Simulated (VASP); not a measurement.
# BN (F-43m) in VASP: a series of runs

Aim: see how the results for BN move with the level of theory and the settings. Levels: PBE, revPBE+D3(BJ), PBE+D4. Tasks: single point.

Everything below comes from runs of VASP 6.6.1. Logs are shortened: lines on timing, memory, paths and dates and some standing lists are left out, and cuts for length are marked.

## 1. The cell of the first run

Symmetry: F-43m, No. 216, cubic system. Conventional cell: a = 3.626 Å, b = 3.626 Å, c = 3.626 Å, α = 90.00°, β = 90.00°, γ = 90.00°. N (site symmetry -43m) has 4 B at 1.57 Å within 2.1 Å. B (site symmetry -43m) has 4 N at 1.57 Å within 2.1 Å.

## 2. Single point, PBE

INCAR

```
ALGO = Normal
EDIFF = 1E-6
ENCUT = 520
GGA = PE
ISIF = 2
ISMEAR = -1
LASPH = T
LCHARG = F
LREAL = F
LWAVE = F
NBANDS = 11
NELM = 100
PREC = Accurate
SIGMA = 0.03
```

KPOINTS

```
k-points
0
Gamma
  5 5 5
```

POSCAR

```
BN
1.0
    0.0000000000      1.8130010000      1.8130010000
    1.8130010000      0.0000000000      1.8130010000
    1.8130010000      1.8130010000      0.0000000000
N B
1 1
Direct
    0.2500000000      0.2500000000      0.2500000000
    0.0000000000      0.0000000000      0.0000000000
```

Potentials or basis: VASP PAW PBE potentials, release 64 (N, B).

Run with:

```bash
cat potpaw_PBE.64/N/POTCAR potpaw_PBE.64/B/POTCAR > POTCAR
mpirun -np 1 vasp_std > vasp.out
```

OUTCAR:

```text
EDIFF = 1E-6
   ENCUT = 520
   GGA = PE
   ISIF = 2
   ISMEAR = -1
   LASPH = T
   LREAL = F
   NELM = 100
   PREC = Accurate

 ion  position               nearest neighbor table
   1  0.250  0.250  0.250-   2 1.57   2 1.57   2 1.57   2 1.57
   2  0.000  0.000  0.000-   1 1.57   1 1.57   1 1.57   1 1.57

  LATTYP: Found a face centered cubic cell.
 ALAT       =     3.6260020000

  Lattice vectors:

 A1 = (   0.0000000000,   1.8130010000,   1.8130010000)
 A2 = (   1.8130010000,   0.0000000000,   1.8130010000)
 A3 = (   1.8130010000,   1.8130010000,   0.0000000000)

Analysis of symmetry for initial positions (statically):
=====================================================================
 Subroutine PRICEL returns:
 Original cell was already a primitive cell.

 Routine SETGRP: Setting up the symmetry group for a
 face centered cubic supercell.

 Subroutine GETGRP returns: Found 24 space group operations
 (whereof 24 operations were pure point group operations)
 out of a pool of 48 trial point group operations.

The static configuration has the point symmetry T_d .

Analysis of symmetry for dynamics (positions and initial velocities):
=====================================================================
 Subroutine PRICEL returns:
 Original cell was already a primitive cell.

 Routine SETGRP: Setting up the symmetry group for a
 face centered cubic supercell.

 Subroutine GETGRP returns: Found 24 space group operations
 (whereof 24 operations were pure point group operations)
 out of a pool of 48 trial point group operations.

The dynamic configuration has the point symmetry T_d .

 Subroutine INISYM returns: Found 24 space group operations
 (whereof 24 operations are pure point group operations),
 and found     1 'primitive' translations

----------------------------------------------------------------------------------------

                                     Primitive cell

  volume of cell :      11.9186

  direct lattice vectors                    reciprocal lattice vectors
     0.000000000  1.813001000  1.813001000    -0.275785838  0.275785838  0.275785838
     1.813001000  0.000000000  1.813001000     0.275785838 -0.275785838  0.275785838
     1.813001000  1.813001000  0.000000000     0.275785838  0.275785838 -0.275785838

  length of vectors
     2.563970603  2.563970603  2.563970603     0.477675083  0.477675083  0.477675083

  position of ions in fractional coordinates (direct lattice)
     0.250000000  0.250000000  0.250000000
     0.000000000  0.000000000  0.000000000

  ion indices of the primitive-cell ions
   primitive index   ion index
                 1           1
                 2           2

----------------------------------------------------------------------------------------

 KPOINTS: k-points

Automatic generation of k-mesh.
 Grid dimensions read from file:
 generate k-points for:    5    5    5

 Generating k-lattice:

  Cartesian coordinates                     Fractional coordinates (reciprocal lattice)
    -0.055157168  0.055157168  0.055157168     0.200000000  0.000000000  0.000000000
     0.055157168 -0.055157168  0.055157168     0.000000000  0.200000000  0.000000000
     0.055157168  0.055157168 -0.055157168     0.000000000  0.000000000  0.200000000

  Length of vectors
     0.095535017  0.095535017  0.095535017

  Shift w.r.t. Gamma in fractional coordinates (k-lattice)
     0.000000000  0.000000000  0.000000000

 Subroutine IBZKPT returns following result:
 ===========================================

 Found     10 irreducible k-points:

 Following reciprocal coordinates:
            Coordinates               Weight
  0.000000  0.000000  0.000000      1.000000
  0.200000  0.000000  0.000000      8.000000
  0.400000  0.000000  0.000000      8.000000
  0.200000  0.200000  0.000000      6.000000
  0.400000  0.200000  0.000000     24.000000
 -0.400000  0.200000  0.000000     24.000000
 -0.200000  0.200000  0.000000     12.000000
  0.400000  0.400000  0.000000      6.000000
 -0.400000  0.400000  0.000000     12.000000
 -0.400000  0.400000  0.200000     24.000000
   k-points           NKPTS =     10   k-points in BZ     NKDIM =     10   number of bands    NBANDS=     11
   number of dos      NEDOS =    301   number of ions     NIONS =      2
   total plane-waves  NPLWV =   8000
   dimension x,y,z NGX =    20 NGY =   20 NGZ =   20
   dimension x,y,z NGXF=    40 NGYF=   40 NGZF=   40
   ions per type =               1   1
   NGX,Y,Z   is equivalent  to a cutoff of  12.97, 12.97, 12.97 a.u.
   NGXF,Y,Z  is equivalent  to a cutoff of  25.94, 25.94, 25.94 a.u.
 SYSTEM =  unknown system
   PREC   = accura    normal or accurate (medium, high low for compatibility)
   ISTART =      0    job   : 0-new  1-cont  2-samecut
   ICHARG =      2    charge: 1-file 2-atom 10-const
   ISPIN  =      1    spin polarized calculation?
   LNONCOLLINEAR =      F non collinear calculations
   LSORBIT =      F    spin-orbit coupling
   LASPH  =      T    aspherical Exc in radial PAW
   ENCUT  =  520.0 eV  38.22 Ry    6.18 a.u.   4.77  4.77  4.77*2*pi/ulx,y,z
   NELM   =    100;   NELMIN=  2; NELMDL= -5     # of ELM steps
   EDIFF  = 0.1E-05   stopping-criterion for ELM
   LREAL  =      F    real-space projection
   EDIFFG = 0.1E-04   stopping-criterion for IOM
   NSW    =      0    number of steps for IOM
   IBRION =     -1    ionic relax: 0-MD 1-quasi-New 2-CG
   NFREE  =      0    steps in history (QN), initial steepest desc. (CG)
   ISIF   =      2    stress and relaxation
   ISYM   =      2    0-nonsym 1-usesym 2-fastsym
   POTIM  = 0.5000    time-step for ionic-motion
   TEBEG  =    0.0;   TEEND  =   0.0 temperature during run
   PSTRESS=    0.0 pullay stress
   NELECT =       8.0000    total number of electrons
   NUPDOWN=      -1.0000    fix difference up-down
   EMIN   =  10.00;   EMAX   =-10.00  energy-range for DOS
   EFERMI =   0.00;   METHOD = LEGACY
   ISMEAR =    -1;   SIGMA  =   0.03  broadening in eV -4-tet -1-fermi 0-gaus
   EFERMI_NEDOS =   21; number of points for ismear=-14 and -15
   IALGO  =     38    algorithm
   IMIX   =      4    mixing-type and parameters
     AMIX     =   0.40;   BMIX     =  1.00
     AMIX_MAG =   1.60;   BMIX_MAG =  1.00
  volume/ion in A,a.u.               =       5.96        40.22
  Fermi-wavevector in a.u.,A,eV,Ry     =   1.433387  2.708709 27.954506  2.054598
  Thomas-Fermi vector in A             =   2.552911
   LORBIT       =      0    0 simple, 1 ext, 2 COOP (PROOUT), +10 PAW based schemes
   GGA     = PE    functional components
   LHFCALC =     F    Hartree Fock is set to
   AEXX    =    0.0000 exact exchange contribution
   IVDW    =     0    specifies the selected vdW correction
   LEPSILON=     F    determine dielectric tensor
   LRPA    =     F    only Hartree local field effects (RPA)
 non-spin polarized calculation
  energy-cutoff  :      520.00
  volume of cell :       11.92
 maximum number of plane-waves:       331
   NGX =  9   NGY =  9   NGZ =  9

 number of electron       7.9999999 magnetization

 Free energy of the ion-electron system (eV)
  ---------------------------------------------------
  ext. energy  EPLUGINS =         0.00000000
  ---------------------------------------------------
  free energy    TOTEN  =       -17.43440280 eV

  energy without entropy =      -17.43440280  energy(sigma->0) =      -17.43440280

 E-fermi :   8.0845     XC(G=0): -12.7744

 val. band max:        7.3010025653   @ k =   0.0000   0.0000   0.0000
 cond. band min:      12.2244509292   @ k =   0.4000   0.4000   0.0000
 fundamental gap:      4.9234483640
 Fermi energy:         8.0844919570

 k-point     1 :       0.0000    0.0000    0.0000
  band No.  band energies     occupation
      1     -12.8304      2.00000
      2       7.3010      2.00000
      3       7.3010      2.00000
      4       7.3010      2.00000
      5      16.0697      0.00000
      6      16.0697      0.00000
      7      16.0697      0.00000
      8      17.5003      0.00000
      9      31.8747      0.00000
     10      34.9504      0.00000
     11      34.9504      0.00000

 k-point     2 :       0.2000    0.0000    0.0000
  band No.  band energies     occupation
      1     -11.8787      2.00000
      2       3.3388      2.00000
      3       6.4831      2.00000
      4       6.4831      2.00000
      5      16.6767      0.00000
      6      17.2390      0.00000
      7      17.2390      0.00000
      8      19.9758      0.00000
      9      30.9023      0.00000
     10      30.9023      0.00000
     11      30.9306      0.00000

 k-point     3 :       0.4000    0.0000    0.0000
  band No.  band energies     occupation
      1      -9.4260      2.00000
      2      -2.1260      2.00000
      3       5.5148      2.00000
      4       5.5148      2.00000
      5      17.2391      0.00000
      6      17.9537      0.00000
      7      17.9537      0.00000
      8      22.2041      0.00000
      9      30.4616      0.00000
     10      32.7941      0.00000
     11      32.7941      0.00000

 k-point     4 :       0.2000    0.2000    0.0000
  band No.  band energies     occupation
      1     -11.5649      2.00000
      2       4.5076      2.00000
      3       5.0524      2.00000
      4       5.0524      2.00000
      5      14.6515      0.00000
      6      19.1631      0.00000
      7      19.3596      0.00000
      8      19.3596      0.00000
      9      25.7281      0.00000
     10      33.8405      0.00000
     11      36.7618      0.00000
[... 43 lines left out ...]
 k-point     8 :       0.4000    0.4000    0.0000
  band No.  band energies     occupation
      1      -8.3272      2.00000
      2      -0.2985      2.00000
      3       2.7551      2.00000
      4       2.7551      2.00000
      5      12.2245      0.00000
      6      16.8435      0.00000
      7      24.1271      0.00000
      8      24.1271      0.00000
      9      27.3050      0.00000
     10      34.4594      0.00000
     11      41.8089      0.00000

 k-point     9 :      -0.4000    0.4000    0.0000
  band No.  band energies     occupation
      1      -7.1829      2.00000
      2      -1.0298      2.00000
      3       0.2991      2.00000
      4       2.9723      2.00000
      5      13.6009      0.00000
      6      18.8799      0.00000
      7      23.6720      0.00000
      8      24.2166      0.00000
      9      26.5327      0.00000
     10      33.7154      0.00000
     11      35.7953      0.00000

 k-point    10 :      -0.4000    0.4000    0.2000
  band No.  band energies     occupation
      1      -7.6845      2.00000
      2      -0.7377      2.00000
      3       0.9731      2.00000
      4       2.4541      2.00000
      5      16.3477      0.00000
      6      19.5096      0.00000
      7      20.8208      0.00000
      8      23.9825      0.00000
      9      26.0084      0.00000
     10      32.6701      0.00000
     11      35.9940      0.00000

------------------------ aborting loop because EDIFF is reached ----------------------------------------

  FORCE on cell =-STRESS in cart. coord.  units (eV):
  Direction    XX          YY          ZZ          XY          YZ          ZX
  --------------------------------------------------------------------------------------
  -------------------------------------------------------------------------------------
  Total       -0.0001647     -0.0001647     -0.0001647     -0.0000000      0.0000000     -0.0000000
  in kB       -0.0221386     -0.0221386     -0.0221386     -0.0000000      0.0000000     -0.0000000
  external PRESSURE =      -0.0221386 kB  Pullay stress =       0.0000000 kB

 VOLUME and BASIS-vectors are now :
 -----------------------------------------------------------------------------
  energy-cutoff  :      520.00
  volume of cell :       11.92
      direct lattice vectors                 reciprocal lattice vectors
     0.000000000  1.813001000  1.813001000    -0.275785838  0.275785838  0.275785838
     1.813001000  0.000000000  1.813001000     0.275785838 -0.275785838  0.275785838
     1.813001000  1.813001000  0.000000000     0.275785838  0.275785838 -0.275785838

 POSITION                                       TOTAL-FORCE (eV/Angst)
 -----------------------------------------------------------------------------------
      0.90650      0.90650      0.90650        -0.000000      0.000000     -0.000000
      0.00000      0.00000      0.00000         0.000000     -0.000000      0.000000
 -----------------------------------------------------------------------------------
    total drift:                                0.000000      0.000000      0.000000

  FREE ENERGIE OF THE ION-ELECTRON SYSTEM (eV)
  ---------------------------------------------------
  free  energy   TOTEN  =       -17.4344027963 eV

  energy  without entropy=      -17.4344027963  energy(sigma->0) =      -17.43440280
```

Run time: 1.9 s. Hardware: 1 thread of Intel Xeon 6975P-C, shared host; peak memory 0.12 GiB.

What came out:

| Quantity | Value |
| --- | --- |
| Free energy | -17.4344 eV |
| Pressure | 0.0 GPa |
| Band gap on the k mesh | 4.92 eV, indirect (least direct gap 8.77 eV) |

Levels at points of the mesh, in eV from the valence-band top:
```tsv
k point	band 1	band 2	band 3	band 4	band 5	band 6	band 7	band 8
(0.00, 0.00, 0.00)	-20.13	0.00	0.00	0.00	8.77	8.77	8.77	10.20
```

Caveat: the k points lie up to 0.60 Å⁻¹ apart.

## 3. Single point, revPBE+D3(BJ)

This run uses another cell than the first one, of 5.84 Å³/atom, 0.980 times its volume.

INCAR

```
SYSTEM = BN
PREC     = Accurate       ! precision mode
ENCUT    = 520            ! plane-wave cutoff, eV
EDIFF    = 1E-6           ! SCF threshold, eV
ISMEAR   = -1             ! smearing method
SIGMA    = 0.05           ! smearing width, eV
LREAL    = .FALSE.        ! projectors in reciprocal space
LASPH    = .TRUE.         ! aspherical terms in the spheres
NELM     = 60             ! most SCF steps
ALGO     = Normal         ! electronic algorithm
ISIF     = 2              ! what is computed and relaxed
LWAVE    = .FALSE.        ! write WAVECAR
LCHARG   = .FALSE.        ! write CHGCAR
GGA      = RE             ! functional
IVDW     = 12             ! dispersion correction
NBANDS   = 11             ! bands
```

KPOINTS

```
regular mesh
0
G
  13 13 13
  0 0 0
```

POSCAR

```
BN
1.0
    0.0000000000      1.8008458884      1.8008458884
    1.8008458884      0.0000000000      1.8008458884
    1.8008458884      1.8008458884      0.0000000000
N B
1 1
Direct
    0.2500000000      0.2500000000      0.2500000000
    0.0000000000      0.0000000000      0.0000000000
```

Potentials or basis: VASP PAW PBE potentials, release 64 (N, B).

Run with:

```bash
cat potpaw_PBE.64/N/POTCAR potpaw_PBE.64/B/POTCAR > POTCAR
mpirun -np 1 vasp_std > vasp.out
```

Run time: 6.6 s. Hardware: 1 thread of Intel Xeon 6975P-C, shared host; peak memory 0.14 GiB.

Results (log left out):

```
Free energy                : -17.6309 eV
Pressure                   : 0.3 GPa
Band gap on the k mesh     : 4.56 eV, indirect (least direct gap 8.92 eV)
Dispersion energy per atom : -0.436 eV
```

Levels at points of the mesh, in eV from the valence-band top:
```csv
k point,band 2,band 3,band 4,band 5,band 6,band 7
"(0.00, 0.00, 0.00)",0.00,0.00,0.00,8.92,8.92,8.92
```

Caveat: the PAW data sets were made with another functional, which shifts forces and pressure a little. Expect the measured gap to be larger: semilocal functionals such as revPBE lack the derivative discontinuity.

## 4. Single point, PBE+D4

This run uses another cell than the first one, of 5.87 Å³/atom, 0.984 times its volume.

INCAR

```
ALGO = Normal ; EDIFF = 1E-6
ENCUT = 520 ; GGA = PE
ISIF = 2 ; ISMEAR = -1
IVDW = 13 ; LASPH = True
LCHARG = True ; LELF = True
LREAL = False ; LVHAR = True
LWAVE = False ; NBANDS = 11
NELM = 60 ; PREC = Accurate
SIGMA = 0.05
```

KPOINTS

```
k-points
0
Gamma
  13 13 13
```

POSCAR

```
BN
1.0
    0.0000000000      1.8034054911      1.8034054911
    1.8034054911      0.0000000000      1.8034054911
    1.8034054911      1.8034054911      0.0000000000
N B
1 1
Direct
    0.2500000000      0.2500000000      0.2500000000
    0.0000000000      0.0000000000      0.0000000000
```

Run with:

```bash
cat potpaw_PBE.64/N/POTCAR potpaw_PBE.64/B/POTCAR > POTCAR
mpirun -np 1 vasp_std > vasp.out
```

It took 9.3 s on 1 thread of Intel Xeon 6975P-C, shared host; peak memory 0.13 GiB.

It converged, with:

```yaml
Free_energy: -17.9267 eV
Pressure: 0.3 GPa
Band_gap_on_the_k_mesh: 4.54 eV, indirect (least direct gap 8.85 eV)
Dispersion_energy_per_atom: -0.240 eV
```

Levels at points of the mesh, in eV from the valence-band top:
| k point | band 1 | band 2 | band 3 | band 4 | band 5 | band 6 | band 7 | band 8 | band 9 |
| --- | --- | --- | --- | --- | --- | --- | --- | --- | --- |
| (0.00, 0.00, 0.00) | -20.31 | 0.00 | 0.00 | 0.00 | 8.85 | 8.85 | 8.85 | 10.46 | 24.88 |

A k mesh can miss the band edges.

## 5. Summary

| level | cell | k mesh | smearing | gap on the mesh (eV) | pressure (GPa) |
| --- | --- | --- | --- | --- | --- |
| PBE | a = 2.564 Å, angles 60.0°, 2 atoms | 5 × 5 × 5 | fermi-dirac 0.03 eV | 4.92 | 0.0 |
| revPBE+D3(BJ) | a = 2.547 Å, angles 60.0°, 2 atoms | 13 × 13 × 13 | fermi-dirac 0.05 eV | 4.56 | 0.3 |
| PBE+D4 | a = 2.550 Å, angles 60.0°, 2 atoms | 13 × 13 × 13 | fermi-dirac 0.05 eV | 4.54 | 0.3 |

Alike in all rows: task single point; potentials or basis VASP PAW PBE potentials, release 64 (N, B); no spin polarisation; cutoff (eV) 520.

Caveats: some runs use coarse meshes; the PAW data sets were made with another functional, which shifts forces and pressure a little (some runs).

Total energies depend on the potentials used, so only differences within one code and one set of settings carry meaning.
